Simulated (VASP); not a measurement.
A run of VASP 6.6.1:

The input POSCAR:

```
SnPbO2
1.0
    3.8682734874      0.0000000000      0.0000000000
    0.0000000000      3.8682734874      0.0000000000
    0.0000000000      0.0000000000      4.8975261426
Sn Pb O
1 1 2
Direct
    0.0000000000      0.0000000000      0.2247945222
    0.5000000000      0.5000000000      0.7456934246
    0.5000000000      0.0000000000      0.0147560265
    0.0000000000      0.5000000000      0.0147560265
```

Contents of INCAR.step1:

```
SYSTEM = SnPbO2
ALGO = Normal ; EDIFF = 1E-4
ENCUT = 520 ; GGA = PE
ISMEAR = -1 ; LASPH = .True.
LCHARG = .False. ; LREAL = .False.
LWAVE = .True. ; NBANDS = 28
NELM = 80 ; PREC = Accurate
SIGMA = 0.02
```

Contents of INCAR.step2:

```
SYSTEM = SnPbO2
ALGO = Normal ; BPARAM = 11.95
CPARAM = 0.0093 ; EDIFF = 1E-7
ENCUT = 520 ; ISIF = 2
ISMEAR = -1 ; ISTART = 1
IVDW_NL = 2 ; LASPH = .True.
LCHARG = .False. ; LMIXTAU = .True.
LREAL = .False. ; LUSE_VDW = .True.
LWAVE = .False. ; METAGGA = R2SCAN
NBANDS = 28 ; NELM = 80
PREC = Accurate ; SIGMA = 0.02
```

The input KPOINTS:

```
k-points
0
Gamma
  6 6 6
  0 0 0
```

Potentials or basis: VASP PAW PBE potentials, release 64 (Sn_d, Pb_d, O).

The run is started by

```bash
$ cat potpaw_PBE.64/Sn_d/POTCAR potpaw_PBE.64/Pb_d/POTCAR potpaw_PBE.64/O/POTCAR > POTCAR
$ cp INCAR.step1 INCAR
$ mpirun -np 1 vasp_std > vasp.out
$ cp INCAR.step2 INCAR
$ mpirun -np 1 vasp_std > vasp.out
```

Hardware: 1 thread of Intel(R) Xeon(R) 6975P-C (Granite Rapids) (shared host).

Question: Estimate the wall time of this run.

Answer: Wall time 2.3 min on 1 thread of Intel(R) Xeon(R) 6975P-C (Granite Rapids) (shared host), peak memory 0.36 GiB. Counts: k points 40.
